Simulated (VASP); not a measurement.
# NiO (Pm-3m) in VASP: settings compared

The runs below take NiO through single point, relaxation of cell and atoms, with PBE, PBE+D4.

All numbers are computed with VASP 6.6.1; they aren't measurements. Logs are shortened: lines on timing, memory, paths and dates and some standing lists are left out, and cuts for length are marked.

### Step 1. The cell of the first run

Symmetry: Pm-3m, No. 221, cubic system. The conventional cell has a = 2.505 Å, b = 2.505 Å, c = 2.505 Å, α = 90.00°, β = 90.00°, γ = 90.00°. Within 2.9 Å of Ni (site symmetry m-3m) lie 8 O at 2.17 Å and 6 Ni at 2.50 Å. Within 2.9 Å of O (site symmetry m-3m) lie 8 Ni at 2.17 Å and 6 O at 2.50 Å.

### Step 2. Single point, PBE, collinear spin, ferromagnetic start

The input, INCAR:

```
SYSTEM = NiO
PREC     = Accurate       ! precision mode
ENCUT    = 700            ! plane-wave cutoff, eV
EDIFF    = 1E-6           ! SCF threshold, eV
ISMEAR   = -1             ! smearing method
SIGMA    = 0.05           ! smearing width, eV
LREAL    = .False.        ! projectors in reciprocal space
LASPH    = .True.         ! aspherical terms in the spheres
NELM     = 200            ! most SCF steps
ALGO     = Normal         ! electronic algorithm
ISIF     = 2              ! what is computed and relaxed
LWAVE    = .False.        ! write WAVECAR
LCHARG   = .False.        ! write CHGCAR
ISPIN    = 2              ! spin polarisation
MAGMOM   = 1.5 0          ! initial moments
LORBIT   = 11             ! projections on sites
NUPDOWN  = 1.5            ! fixed moment
LMAXMIX  = 4              ! l up to which the mixer works
GGA      = PE             ! functional
NBANDS   = 23             ! bands
GGA_COMPAT= .False.
```

The input, KPOINTS:

```
Automatic mesh
0
Gamma
  9 9 9
  0 0 0
```

The input, POSCAR:

```
NiO
1.0
    2.5046153800      0.0000000000      0.0000000000
    0.0000000000      2.5046153800      0.0000000000
    0.0000000000      0.0000000000      2.5046153800
Ni O
1 1
Direct
    0.0000000000      0.0000000000      0.0000000000
    0.5000000000      0.5000000000      0.5000000000
```

Potentials or basis: VASP PAW PBE potentials, release 64 (Ni_sv_GW, O).

The run is started by

```bash
$ cat potpaw_PBE.64/Ni_sv_GW/POTCAR potpaw_PBE.64/O/POTCAR > POTCAR
$ mpirun -np 1 vasp_std > vasp.out
```

OUTCAR:

```text
SYSTEM = NiO
   PREC = Accurate
   ENCUT = 700
   EDIFF = 1E-6
   ISMEAR = -1
   LREAL = .False.
   LASPH = .True.
   NELM = 200
   ISIF = 2
   ISPIN = 2
   LORBIT = 11
   NUPDOWN = 1.5
   GGA = PE

 ion  position               nearest neighbor table
   1  0.000  0.000  0.000-   2 2.17   2 2.17   2 2.17   2 2.17   2 2.17   2 2.17   2 2.17   2 2.17

   2  0.500  0.500  0.500-   1 2.17   1 2.17   1 2.17   1 2.17   1 2.17   1 2.17   1 2.17   1 2.17

  LATTYP: Found a simple cubic cell.
 ALAT       =     2.5046153800

  Lattice vectors:

 A1 = (   2.5046153800,   0.0000000000,   0.0000000000)
 A2 = (   0.0000000000,   2.5046153800,   0.0000000000)
 A3 = (   0.0000000000,   0.0000000000,   2.5046153800)

Analysis of symmetry for initial positions (statically):
=====================================================================
 Subroutine PRICEL returns:
 Original cell was already a primitive cell.

 Routine SETGRP: Setting up the symmetry group for a
 simple cubic supercell.

 Subroutine GETGRP returns: Found 48 space group operations
 (whereof 48 operations were pure point group operations)
 out of a pool of 48 trial point group operations.

The static configuration has the point symmetry O_h .

Analysis of symmetry for dynamics (positions and initial velocities):
=====================================================================
 Subroutine PRICEL returns:
 Original cell was already a primitive cell.

 Routine SETGRP: Setting up the symmetry group for a
 simple cubic supercell.

 Subroutine GETGRP returns: Found 48 space group operations
 (whereof 48 operations were pure point group operations)
 out of a pool of 48 trial point group operations.

The dynamic configuration has the point symmetry O_h .

Analysis of structural, dynamic, and magnetic symmetry:
=====================================================================
 Subroutine PRICEL returns:
 Original cell was already a primitive cell.

 Routine SETGRP: Setting up the symmetry group for a
 simple cubic supercell.

 Subroutine GETGRP returns: Found 48 space group operations
 (whereof 48 operations were pure point group operations)
 out of a pool of 48 trial point group operations.

The overall configuration has the point symmetry O_h .

 Subroutine INISYM returns: Found 48 space group operations
 (whereof 48 operations are pure point group operations),
 and found     1 'primitive' translations

----------------------------------------------------------------------------------------

                                     Primitive cell

  volume of cell :      15.7117

  direct lattice vectors                    reciprocal lattice vectors
     2.504615380  0.000000000  0.000000000     0.399262900  0.000000000  0.000000000
     0.000000000  2.504615380  0.000000000     0.000000000  0.399262900  0.000000000
     0.000000000  0.000000000  2.504615380     0.000000000  0.000000000  0.399262900

  length of vectors
     2.504615380  2.504615380  2.504615380     0.399262900  0.399262900  0.399262900

  position of ions in fractional coordinates (direct lattice)
     0.000000000  0.000000000  0.000000000
     0.500000000  0.500000000  0.500000000

  ion indices of the primitive-cell ions
   primitive index   ion index
                 1           1
                 2           2

----------------------------------------------------------------------------------------

 KPOINTS: Automatic mesh

Automatic generation of k-mesh.
 Grid dimensions read from file:
 generate k-points for:    9    9    9

 Generating k-lattice:

  Cartesian coordinates                     Fractional coordinates (reciprocal lattice)
     0.044362544  0.000000000  0.000000000     0.111111111  0.000000000  0.000000000
     0.000000000  0.044362544  0.000000000     0.000000000  0.111111111  0.000000000
     0.000000000  0.000000000  0.044362544     0.000000000  0.000000000  0.111111111

  Length of vectors
     0.044362544  0.044362544  0.044362544

  Shift w.r.t. Gamma in fractional coordinates (k-lattice)
     0.000000000  0.000000000  0.000000000

 Subroutine IBZKPT returns following result:
 ===========================================

 Found     35 irreducible k-points:

 Following reciprocal coordinates:
            Coordinates               Weight
  0.000000  0.000000  0.000000      1.000000
  0.111111  0.000000  0.000000      6.000000
  0.222222  0.000000  0.000000      6.000000
  0.333333  0.000000  0.000000      6.000000
  0.444444  0.000000  0.000000      6.000000
  0.111111  0.111111  0.000000     12.000000
[... 16 lines left out ...]
  0.333333  0.333333  0.111111     24.000000
  0.444444  0.333333  0.111111     48.000000
 [... further k-points ...]
   k-points           NKPTS =     35   k-points in BZ     NKDIM =     35   number of bands    NBANDS=     23
   number of dos      NEDOS =    301   number of ions     NIONS =      2
   total plane-waves  NPLWV =  13824
   dimension x,y,z NGX =    24 NGY =   24 NGZ =   24
   dimension x,y,z NGXF=    48 NGYF=   48 NGZF=   48
   ions per type =               1   1
   NGX,Y,Z   is equivalent  to a cutoff of  15.93, 15.93, 15.93 a.u.
   NGXF,Y,Z  is equivalent  to a cutoff of  31.86, 31.86, 31.86 a.u.
 SYSTEM =  NiO
   PREC   = accura    normal or accurate (medium, high low for compatibility)
   ISTART =      0    job   : 0-new  1-cont  2-samecut
   ICHARG =      2    charge: 1-file 2-atom 10-const
   ISPIN  =      2    spin polarized calculation?
   LNONCOLLINEAR =      F non collinear calculations
   LSORBIT =      F    spin-orbit coupling
   LASPH  =      T    aspherical Exc in radial PAW
   ENCUT  =  700.0 eV  51.45 Ry    7.17 a.u.   5.40  5.40  5.40*2*pi/ulx,y,z
   NELM   =    200;   NELMIN=  2; NELMDL= -5     # of ELM steps
   EDIFF  = 0.1E-05   stopping-criterion for ELM
   LREAL  =      F    real-space projection
[... 7 lines left out ...]
   TEBEG  =    0.0;   TEEND  =   0.0 temperature during run
   PSTRESS=    0.0 pullay stress
   NELECT =      24.0000    total number of electrons
   NUPDOWN=       1.5000    fix difference up-down
   EMIN   =  10.00;   EMAX   =-10.00  energy-range for DOS
   EFERMI =   0.00;   METHOD = LEGACY
   ISMEAR =    -1;   SIGMA  =   0.05  broadening in eV -4-tet -1-fermi 0-gaus
   EFERMI_NEDOS =   21; number of points for ismear=-14 and -15
   IALGO  =     38    algorithm
   IMIX   =      4    mixing-type and parameters
     AMIX     =   0.40;   BMIX     =  1.00
     AMIX_MAG =   1.60;   BMIX_MAG =  1.00
  volume/ion in A,a.u.               =       7.86        53.01
  Fermi-wavevector in a.u.,A,eV,Ry     =   1.885403  3.562895 48.365237  3.554745
  Thomas-Fermi vector in A             =   2.927898
   LORBIT       =     11    0 simple, 1 ext, 2 COOP (PROOUT), +10 PAW based schemes
   GGA     = PE    functional components
   LHFCALC =     F    Hartree Fock is set to
   AEXX    =    0.0000 exact exchange contribution
   IVDW    =     0    specifies the selected vdW correction
   LEPSILON=     F    determine dielectric tensor
   LRPA    =     F    only Hartree local field effects (RPA)
 spin polarized calculation
  energy-cutoff  :      700.00
  volume of cell :       15.71
 maximum number of plane-waves:       691
 NGX is ok and might be reduce to    24
   NGX = 11   NGY = 11   NGZ = 11

 number of electron      24.0000000 magnetization       1.5000000

 Free energy of the ion-electron system (eV)
  ---------------------------------------------------
  ext. energy  EPLUGINS =         0.00000000
  ---------------------------------------------------
  free energy    TOTEN  =       -11.25863858 eV

  energy without entropy =      -11.23357972  energy(sigma->0) =      -11.24610915

 E-fermi :   8.6764     XC(G=0): -14.1460

 val. band max:        8.6848270994   @ k =   0.4444   0.2222   0.1111
 cond. band min:       8.7171789541   @ k =   0.4444   0.2222   0.1111
 fundamental gap:      0.0323518547
 Fermi energy:         8.7264087787

 spin component 1

 k-point     1 :       0.0000    0.0000    0.0000
  band No.  band energies     occupation
      1     -95.5052      1.00000
      2     -55.8487      1.00000
      3     -55.8487      1.00000
      4     -55.8487      1.00000
      5     -12.6811      1.00000
      6       4.6435      1.00000
[... 15 lines left out ...]
     22      42.8449      0.00000
     23      44.3376      0.00000

 k-point     2 :       0.1111    0.0000    0.0000
  band No.  band energies     occupation
      1     -95.5035      1.00000
      2     -55.8616      1.00000
      3     -55.8474      1.00000
      4     -55.8474      1.00000
      5     -12.5285      1.00000
      6       3.8485      1.00000
[... 15 lines left out ...]
     22      41.0215      0.00000
     23      44.3658      0.00000

 k-point     3 :       0.2222    0.0000    0.0000
  band No.  band energies     occupation
      1     -95.5006      1.00000
      2     -55.8944      1.00000
      3     -55.8448      1.00000
      4     -55.8448      1.00000
      5     -12.1116      1.00000
      6       2.0586      1.00000
[... 15 lines left out ...]
     22      40.0038      0.00000
     23      44.4424      0.00000
[... 495 lines left out ...]
 k-point    23 :       0.3333    0.3333    0.1111
  band No.  band energies     occupation
      1     -95.4880      1.00000
      2     -55.9220      1.00000
      3     -55.9207      1.00000
      4     -55.8473      1.00000
      5     -10.6845      1.00000
      6       1.4450      1.00000
[... 15 lines left out ...]
     22      41.0039      0.00000
     23      44.4487      0.00000

 k-point    24 :       0.4444    0.3333    0.1111
  band No.  band energies     occupation
      1     -95.4857      1.00000
      2     -55.9448      1.00000
      3     -55.9188      1.00000
      4     -55.8453      1.00000
      5     -10.4181      1.00000
      6       0.9964      1.00000
[... 15 lines left out ...]
     22      40.3872      0.00000
     23      47.3804      0.00000

 [... further k-points ...]

 spin component 2

 k-point     1 :       0.0000    0.0000    0.0000
  band No.  band energies     occupation
      1     -94.1003      1.00000
      2     -54.4799      1.00000
      3     -54.4799      1.00000
      4     -54.4799      1.00000
      5     -12.1645      1.00000
      6       5.5057      1.00000
[... 15 lines left out ...]
     22      42.8132      0.00000
     23      44.6344      0.00000

 k-point     2 :       0.1111    0.0000    0.0000
  band No.  band energies     occupation
      1     -94.0985      1.00000
      2     -54.4937      1.00000
      3     -54.4785      1.00000
      4     -54.4785      1.00000
      5     -12.0056      1.00000
      6       4.4913      1.00000
[... 15 lines left out ...]
     22      41.1341      0.00000
     23      44.6503      0.00000

 k-point     3 :       0.2222    0.0000    0.0000
  band No.  band energies     occupation
      1     -94.0954      1.00000
      2     -54.5286      1.00000
      3     -54.4758      1.00000
      4     -54.4758      1.00000
      5     -11.5702      1.00000
      6       2.5552      1.00000
[... 15 lines left out ...]
     22      40.1978      0.00000
     23      44.6931      0.00000
[... 495 lines left out ...]
 k-point    23 :       0.3333    0.3333    0.1111
  band No.  band energies     occupation
      1     -94.0822      1.00000
      2     -54.5579      1.00000
      3     -54.5565      1.00000
      4     -54.4784      1.00000
      5     -10.0687      1.00000
      6       1.9288      1.00000
[... 15 lines left out ...]
     22      41.3533      0.00000
     23      44.5917      0.00000

 k-point    24 :       0.4444    0.3333    0.1111
  band No.  band energies     occupation
      1     -94.0798      1.00000
      2     -54.5822      1.00000
      3     -54.5544      1.00000
      4     -54.4763      1.00000
      5      -9.7852      1.00000
      6       1.4314      1.00000
[... 15 lines left out ...]
     22      40.4946      0.00000
     23      47.5178      0.00000

 [... further k-points ...]
[... 5 lines left out ...]
  --------------------------------------------------------------------------------------
  -------------------------------------------------------------------------------------
  Total        2.7745350      2.7745350      2.7745350      0.0000000      0.0000000      0.0000000
  in kB      282.9291282    282.9291282    282.9291282      0.0000000      0.0000000      0.0000000
  external PRESSURE =     282.9291282 kB  Pullay stress =       0.0000000 kB

 VOLUME and BASIS-vectors are now :
 -----------------------------------------------------------------------------
  energy-cutoff  :      700.00
  volume of cell :       15.71
      direct lattice vectors                 reciprocal lattice vectors
     2.504615380  0.000000000  0.000000000     0.399262900  0.000000000  0.000000000
     0.000000000  2.504615380  0.000000000     0.000000000  0.399262900  0.000000000
     0.000000000  0.000000000  2.504615380     0.000000000  0.000000000  0.399262900

 POSITION                                       TOTAL-FORCE (eV/Angst)
 -----------------------------------------------------------------------------------
      0.00000      0.00000      0.00000         0.000000      0.000000      0.000000
      1.25231      1.25231      1.25231         0.000000      0.000000      0.000000
 -----------------------------------------------------------------------------------
    total drift:                                0.000000      0.000000     -0.000000

  FREE ENERGIE OF THE ION-ELECTRON SYSTEM (eV)
  ---------------------------------------------------
  free  energy   TOTEN  =       -11.2586385805 eV

  energy  without entropy=      -11.2335797230  energy(sigma->0) =      -11.24610915

 total charge

# of ion       s       p       d       f       tot
--------------------------------------------------
    1        2.157   6.242   7.849   0.010  16.258
    2        1.596   3.348   0.000   0.000   4.944
--------------------------------------------------
tot          3.753   9.589   7.849   0.010  21.202

 magnetization (x)

# of ion       s       p       d       f       tot
--------------------------------------------------
    1       -0.003  -0.002   1.142   0.000   1.138
    2        0.008   0.350   0.000   0.000   0.358
--------------------------------------------------
tot          0.005   0.349   1.142   0.000   1.496
```

Wall time 22 s (1 thread of Intel Xeon 6975P-C (Granite Rapids), shared host); peak memory 0.17 GiB.

Results:

| Item | Value |
| --- | --- |
| Free energy | -11.2586 eV |
| Pressure | 28.3 GPa |
| Net moment | 1.50 μB per cell |
| Site moments | Ni +1.14; O +0.36 μB |
| Valence electrons inside the program's atomic spheres | Ni 16.26; O 4.94 |

Caveat: the cell stands under pressure; the total moment is fixed, so each spin has its own Fermi level and the state may be an excited one; a cell with one magnetic atom can't hold antiferromagnetic order, which such compounds often take.

### Step 3. Relaxation of cell and atoms, PBE+D4, collinear spin, ferromagnetic start

The input, INCAR:

```
SYSTEM = NiO
PREC     = Accurate       ! precision mode
ENCUT    = 700            ! plane-wave cutoff, eV
EDIFF    = 1E-7           ! SCF threshold, eV
ISMEAR   = -1             ! smearing method
SIGMA    = 0.05           ! smearing width, eV
LREAL    = .False.        ! projectors in reciprocal space
LASPH    = .True.         ! aspherical terms in the spheres
NELM     = 200            ! most SCF steps
ALGO     = Normal         ! electronic algorithm
ISIF     = 3              ! what is computed and relaxed
LWAVE    = .False.        ! write WAVECAR
LCHARG   = .False.        ! write CHGCAR
ISPIN    = 2              ! spin polarisation
MAGMOM   = 1 0            ! initial moments
LORBIT   = 11             ! projections on sites
LMAXMIX  = 4              ! l up to which the mixer works
GGA      = PE             ! functional
IVDW     = 13             ! dispersion correction
IBRION   = 2              ! ionic algorithm
NSW      = 60             ! ionic steps
EDIFFG   = -0.01          ! ionic threshold
GGA_COMPAT= .False.      
NELMIN   = 4
```

The input, KPOINTS:

```
Automatic mesh
0
Gamma
  11 11 11
  0 0 0
```

POSCAR is that of step 2.

Potentials or basis: VASP PAW PBE potentials, release 64 (Ni_sv_GW, O).

The run is started by

```bash
$ cat potpaw_PBE.64/Ni_sv_GW/POTCAR potpaw_PBE.64/O/POTCAR > POTCAR
$ mpirun -np 1 vasp_std > vasp.out
```

It took 2.7 min on 1 thread of Intel Xeon Platinum 8175M at 2.50GHz (Skylake/Cascade Lake), shared host; peak memory 0.2 GiB.

Results (log left out):

* Free energy: -12.0017 eV
* Relaxed volume: 8.53 Å³/atom
* Relaxed cell: a = 2.574 Å, b = 2.574 Å, c = 2.574 Å, α = 90.00°, β = 90.00°, γ = 90.00°
* Space group after relaxing (to 0.1 Å): Pm-3m (No. 221)
* Energy gained by relaxing: 39.2 meV/atom
* Ionic steps: 4
* Pressure after relaxing: 0.0 GPa
* Band gap on the k mesh: zero (filled and empty bands overlap)
* Net moment: 0.00 μB per cell
* Valence electrons inside the program's atomic spheres: Ni 16.22; O 4.87
* Dispersion energy per atom: -0.321 eV

The path:
```csv
step,energy change (eV),largest force (eV/Å),pressure (GPa),volume (Å³)
1,0.0000,0.0000,20.69,15.71
2,-0.0237,0.0000,-14.70,18.13
3,-0.0782,0.0000,1.04,16.99
4,-0.0784,0.0000,-0.05,17.06
```

Final structure:
```cif
data_structure
_symmetry_space_group_name_H-M 'P 1'
_symmetry_Int_Tables_number 1
_cell_length_a 2.5744
_cell_length_b 2.5744
_cell_length_c 2.5744
_cell_angle_alpha 90.000
_cell_angle_beta 90.000
_cell_angle_gamma 90.000
_cell_volume 17.06
loop_
_atom_site_label
_atom_site_type_symbol
_atom_site_fract_x
_atom_site_fract_y
_atom_site_fract_z
_atom_site_occupancy
Ni1 Ni 0.00000 0.00000 0.00000 1
O1 O 0.50000 0.50000 0.50000 1
```

Levels at points of the mesh, in eV from the Fermi level:
Spin up:
| k point | band 8 | band 9 | band 10 | band 11 | band 12 | band 13 | band 14 | band 15 | band 16 | band 17 |
| --- | --- | --- | --- | --- | --- | --- | --- | --- | --- | --- |
| (0.00, 0.00, 0.00) | -2.69 | -2.69 | -2.69 | -0.75 | -0.75 | -0.75 | 1.24 | 16.18 | 16.18 | 20.91 |
Spin down:
```csv
k point,band 10,band 11,band 12,band 13,band 14,band 15
"(0.00, 0.00, 0.00)",-2.69,-0.75,-0.75,-0.75,1.24,16.18
```

Caveat: the moments typed at the start vanished in this run; semilocal functionals often make such compounds metallic where correlation or magnetic order opens a gap, which also shifts bond lengths.

The gap in the log of VASP goes by the Fermi energy; the results here count the filled bands.